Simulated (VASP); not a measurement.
Crystal: Co.

```xyz
2
Lattice="2.4935 0.0000 0.0000 -1.2468 2.1595 0.0000 0.0000 0.0000 4.0278" Properties=species:S:1:pos:R:3 pbc="T T T"
Co    0.0000    1.4396    1.0069
Co    1.2468    0.7198    3.0208
```

Base run:

```yaml
Program: VASP 6.6.1
Functional: PBE
Potentials_or_basis: VASP PAW PBE potentials, release 64 (Co_sv)
Cutoff: 690 eV
k_mesh: 14 × 14 × 8
Occupations: methfessel-paxton, width 0.03 eV
Spin: collinear spin, ferromagnetic start
Starting_moments: "[1.69, 1.69] μB"
```

Its results: pressure -1.8 GPa; net moment 3.18 μB per cell; site moments Co +1.67 μB.

Problem. The run is repeated on the same cell with these changes: k mesh from 14 × 14 × 8 to 5 × 5 × 3; occupations from methfessel-paxton, width 0.03 eV to fermi-dirac, width 0.05 eV. What comes out?

Solution. Pressure 0.9 GPa; net moment 3.54 μB per cell; site moments Co +1.79 μB.

Caveats: some runs use coarse meshes.
